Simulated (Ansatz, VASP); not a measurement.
NaCdBr3: VASP beside Ansatz

```
CELL_PARAMETERS angstrom
5.73728 0.00000 0.00000
0.00000 5.73728 0.00000
0.00000 0.00000 5.31500
ATOMIC_POSITIONS crystal
Na 0.00000 0.00000 0.00000
Cd 0.50000 0.50000 0.50000
Br 0.50000 0.50000 0.00000
Br 0.50000 0.00000 0.50000
Br 0.00000 0.50000 0.50000
```

Change from the starting cell: epitaxial_xy strain +5.0%.

Alike in both runs: task single point; functional r2SCAN; k mesh 6 × 6 × 6; no spin polarisation.

|  | VASP | Ansatz |
| --- | --- | --- |
| version | VASP 6.6.1 | Ansatz 0.2.0 |
| potentials or method | VASP PAW PBE potentials, release 64 (Na_pv, Cd, Br) | plane waves, PAW |
| plane-wave cutoff (eV) | 520 | 500 |
| occupations | gaussian, width 0.01 eV | fixed |
| valence electrons in the cell | 40 | 50 |

```tsv
	VASP	Ansatz	Ansatz less VASP
gap on the k mesh at the Fermi level (eV)	1.32	1.34	+0.015
pressure (GPa)	-1.4	-1.5	-0.08
traceless stress, the component that is largest in VASP (GPa)	1.54	1.48	-0.062
```

VASP's potentials were made for PBE, not for r2SCAN. VASP's potentials hold 40 valence electrons a cell and Ansatz's 50, so a difference there can come from the potentials and not from the codes.
